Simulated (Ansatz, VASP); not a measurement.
**Two plane-wave programs on SiC**

INCAR

```
ALGO = Normal
EDIFF = 1E-7
EDIFFG = -0.01
ENCUT = 520
GGA = PE
IBRION = 2
ISIF = 2
ISMEAR = 0
LASPH = True
LCHARG = False
LREAL = False
LWAVE = False
NELM = 100
NSW = 50
PREC = Accurate
SIGMA = 0.05
```

File KPOINTS:

```
k-points
0
Gamma
  12 12 6
```

Contents of POSCAR:

```
SiC
1.0
    3.0072284059      0.0000000000      0.0000000000
   -1.5036142029      2.6043361945      0.0000000000
    0.0000000000      0.0000000000      4.9347318997
Si C
2 2
Direct
    0.3333333333      0.6666666667      0.0045639005
    0.6666666667      0.3333333333      0.5045639005
    0.3333333333      0.6666666667      0.3804360995
    0.6666666667      0.3333333333      0.8804360995
```

Input for Ansatz:

```yaml
crystal:
  lattice:
    - [3.0072284059, 0.0, 0.0]
    - [-1.5036142029, 2.6043361945, 0.0]
    - [0.0, 0.0, 4.9347318997]
  atoms:
    - { symbol: Si, position: [0.3333333333, 0.6666666667, 0.0045639005] }
    - { symbol: Si, position: [0.6666666667, 0.3333333333, 0.5045639005] }
    - { symbol: C, position: [0.3333333333, 0.6666666667, 0.3804360995] }
    - { symbol: C, position: [0.6666666667, 0.3333333333, 0.8804360995] }
basis:
  ecutwfc: 520.0
kpoints:
  mp_grid: { grid: [12, 12, 6] }
hamiltonian:
  xc: pbe
  pseudopotentials: { kind: paw, azcp: { folder: soft_1 } }
scf:
  occupations: { method: gaussian, width: 0.05 }
output:
  forces: true
  stress: true
  eigenvalues: true
relax:
  adjacent_minimum: "off"
  f_tol: 0.01
  max_steps: 30
```

Alike in both runs: task relaxation of the atoms; functional PBE; k mesh 12 × 12 × 6; occupations gaussian, width 0.05 eV; no spin polarisation.

|  | VASP | Ansatz |
| --- | --- | --- |
| version | VASP 6.6.1 | Ansatz 0.2.0 |
| potentials or method | VASP PAW PBE potentials, release 64 (Si, C), cutoff 520 eV | scalar-relativistic, plane waves, PAW |
| valence electrons in the cell | 16 | 16 |

```tsv
	VASP	Ansatz	Ansatz less VASP
gap on the k mesh at the Fermi level, each at its own relaxed structure (eV)	2.15	2.15	+0.004
```

Ansatz's warnings: stress scf threshold loose.
